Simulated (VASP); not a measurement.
Wanted: the native input for a VASP 6.6.1 run.

* Task: single point
* Functional: PBEsol
* Potentials or basis: VASP PAW PBE potentials, release 64 (Fe, Ge_d)
* Cutoff: 520 eV
* k mesh: 9 × 9 × 9
* Occupations: fermi-dirac, width 0.03 eV
* Spin: collinear spin, ferromagnetic start
* Starting moments: [3.0, 3.0, 3.0, 0.0] μB
* Dipole correction: no
* Further INCAR settings: ALGO = Normal; EDIFF = 1e-06; NBANDS = 31

The structure of Fe3Ge lies in POSCAR:

```
Fe3Ge
1.0
    3.8681307176      0.0000000000      0.0000000000
    0.0000000000      3.8681307176      0.0000000000
    0.0000000000      0.0000000000      3.8681307176
Fe Ge
3 1
Direct
    0.0000000000      0.5000000000      0.5000000000
    0.5000000000      0.5000000000      0.0000000000
    0.5000000000      0.0000000000      0.5000000000
    0.0000000000      0.0000000000      0.0000000000
```

The input as run:

INCAR

```
SYSTEM = Fe3Ge
PREC = Accurate ; ENCUT = 520
EDIFF = 1E-6 ; ISMEAR = -1
SIGMA = 0.03 ; LREAL = .FALSE.
LASPH = .TRUE. ; NELM = 150
ALGO = Normal ; ISIF = 2
LWAVE = .FALSE. ; LCHARG = .TRUE.
ISPIN = 2 ; MAGMOM = 3 3 3 0
LORBIT = 11 ; LMAXMIX = 4
GGA = PS ; LELF = .TRUE.
LVHAR = .TRUE. ; NBANDS = 31
```

KPOINTS

```
regular mesh
0
G
  9 9 9
  0 0 0
```

Potentials or basis: VASP PAW PBE potentials, release 64 (Fe, Ge_d).

The run is started by

```sh
$ cat potpaw_PBE.64/Fe/POTCAR potpaw_PBE.64/Ge_d/POTCAR > POTCAR
$ mpirun -np 1 vasp_std > vasp.out
```

It gave:

```
Pressure                                              : -23.8 GPa
Net moment                                            : 7.74 μB per cell
Site moments                                          : Fe +2.64; Ge -0.12 μB
Valence electrons inside the program's atomic spheres : Fe 6.92; Ge 12.29
```

Caveat: the cell stands under tension; the PAW data sets were made with another functional, which shifts forces and pressure a little.

Run time: 2.4 min on 1 thread of Intel Xeon 8259CL (shared host), peak memory 0.25 GiB.
